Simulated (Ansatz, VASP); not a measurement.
## Two plane-wave programs on BN

POSCAR

```
BN
1.0
    0.0000000000      1.8130010000      1.8130010000
    1.8130010000      0.0000000000      1.8130010000
    1.8130010000      1.8130010000      0.0000000000
B N
1 1
Direct
    0.0000000000      0.0000000000      0.0000000000
    0.7500000000      0.7500000000      0.7743762545
```

INCAR.step1

```
SYSTEM = BN
PREC = Accurate
ENCUT = 520
ISMEAR = 0
SIGMA = 0.05
LREAL = .FALSE.
LASPH = .TRUE.
NELM = 100
NBANDS = 11
GGA = PE
ALGO = Normal
EDIFF = 1E-4
LWAVE = .TRUE.
LCHARG = .FALSE.
```

INCAR.step2

```
SYSTEM = BN
PREC = Accurate
ENCUT = 520
EDIFF = 1E-7
ISMEAR = 0
SIGMA = 0.05
LREAL = .FALSE.
LASPH = .TRUE.
NELM = 100
ALGO = Normal
ISIF = 2
LWAVE = .FALSE.
LCHARG = .FALSE.
METAGGA = R2SCAN
LMIXTAU = .TRUE.
NBANDS = 11
ISTART = 1
```

The input KPOINTS:

```
regular mesh
0
G
  12 12 12
  0 0 0
```

Input for Ansatz:

```yaml
crystal:
  lattice:
    - [0.0, 1.813001, 1.813001]
    - [1.813001, 0.0, 1.813001]
    - [1.813001, 1.813001, 0.0]
  atoms:
    - { symbol: B, position: [0.0, 0.0, 0.0] }
    - { symbol: "N", position: [0.75, 0.75, 0.7743762545] }
basis:
  ecutwfc: 500
kpoints:
  mp_grid: { grid: [12, 12, 12] }
hamiltonian:
  xc: r2scan
scf:
  occupations: { method: gaussian, width: 0.05 }
output:
  forces: true
  stress: true
  eigenvalues: true
```

Change from the starting cell: all N atoms moved +0.062 Å, as atom 2 along Cartesian [1 1 0].

Alike in both runs: task single point; functional r2SCAN; k mesh 12 × 12 × 12; occupations gaussian, width 0.05 eV; no spin polarisation.

|  | VASP | Ansatz |
| --- | --- | --- |
| version | VASP 6.6.1 | Ansatz 0.2.0 |
| potentials or method | VASP PAW PBE potentials, release 64 (B, N), cutoff 520 eV | scalar-relativistic, plane waves, PAW |
| valence electrons in the cell | 8 | 8 |

```csv
,VASP,Ansatz,Ansatz less VASP
gap on the k mesh at the Fermi level (eV),4.38,4.40,+0.018
least direct gap on the mesh (eV),8.58,8.60,+0.022
pressure (GPa),-3.0,-4.0,-1.04
"traceless stress, the component that is largest in VASP (GPa)",1.21,1.23,+0.020
rms of the force components (eV/Å),0.860,0.859,-0.0016
```

VASP's potentials were made for PBE, not for r2SCAN. Atom by atom the forces differ by 0.002 eV/Å (rms over components).
